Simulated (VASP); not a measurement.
CaO, 2 atoms in the cell. It takes space group I4/mmm (No. 139, tetragonal). Conventional cell: a = 3.362 Å, b = 3.362 Å, c = 4.685 Å, α = 90.00°, β = 90.00°, γ = 90.00°. Ca (site symmetry 4/mmm) has 6 O at 2.34 to 2.38 Å within 3.1 Å. O (site symmetry 4/mmm) has 6 Ca at 2.34 to 2.38 Å within 3.1 Å.  This cell differs from its parent crystal: in-plane strain +0.01, then relaxed in part.

- Program: VASP 6.6.1
- Task: single point
- Functional: LDA
- Potentials or basis: VASP PAW LDA potentials, release 64 (Ca_sv, O)
- Cutoff: 520 eV
- k mesh: 8 × 8 × 8
- Occupations: gaussian, width 0.01 eV
- Spin: no spin polarisation
- Dipole correction: no
- Further INCAR settings: ALGO = Normal; EDIFF = 1e-07; NBANDS = 15

Potentials or basis: VASP PAW LDA potentials, release 64 (Ca_sv, O).

Run with:

```bash
$ cat potpaw_LDA.64/Ca_sv/POTCAR potpaw_LDA.64/O/POTCAR > POTCAR
$ mpirun -np 1 vasp_std > vasp.out
```

Hardware: 1 thread of Intel(R) Xeon(R) 6975P-C (Granite Rapids), with other jobs on the host.

Question: Estimate the wall time of this run.

Answer: Run time: 13 s on 1 thread of Intel(R) Xeon(R) 6975P-C (Granite Rapids), with other jobs on the host, peak memory 0.16 GiB. Counts: scf iterations 14, k points 59.
